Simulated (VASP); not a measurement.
Input of a VASP 6.6.1 run:

Contents of POSCAR:

```
ScBe3
1.0
   -1.6782493022      1.6782493022      3.7488166232
    1.6782493022     -1.6782493022      3.7488166232
    1.6782493022      1.6782493022     -3.7488166232
Sc Be
1 3
Direct
    0.0000000000      0.0000000000      0.0000000000
    0.5000000000      0.5000000000      0.0000000000
    0.2500000000      0.7500000000      0.5000000000
    0.7500000000      0.2500000000      0.5000000000
```

File INCAR.step1:

```
SYSTEM = ScBe3
PREC = Accurate ; ENCUT = 600
ISMEAR = 0 ; SIGMA = 0.1
LREAL = .False. ; LASPH = .True.
NELM = 80 ; GGA = PE
ALGO = Normal ; EDIFF = 1E-4
LWAVE = .True. ; LCHARG = .False.
```

Contents of INCAR.step2:

```
SYSTEM = ScBe3
PREC = Accurate ; ENCUT = 600
EDIFF = 1E-6 ; ISMEAR = 0
SIGMA = 0.1 ; LREAL = .False.
LASPH = .True. ; NELM = 80
ALGO = Normal ; ISIF = 3
LWAVE = .False. ; LCHARG = .False.
METAGGA = R2SCAN ; LMIXTAU = .True.
IBRION = 2 ; NSW = 90
EDIFFG = -0.04 ; ISTART = 1
```

The input KPOINTS:

```
Automatic mesh
0
Gamma
  8 8 8
  0 0 0
```

Potentials or basis: VASP PAW PBE potentials, release 64 (Sc_sv, Be).

Command:

```bash
$ cat potpaw_PBE.64/Sc_sv/POTCAR potpaw_PBE.64/Be/POTCAR > POTCAR
$ cp INCAR.step1 INCAR
$ mpirun -np 1 vasp_std > vasp.out
$ cp INCAR.step2 INCAR
$ mpirun -np 1 vasp_std > vasp.out
```

(1) What does it give for the space group after relaxing (to 0.1 Å)?

(2) What does it give for the band gap on the k mesh?

Answers

(1) Fm-3m (No. 225).

(2) zero (an odd number of electrons rules out a gap without spin polarisation).
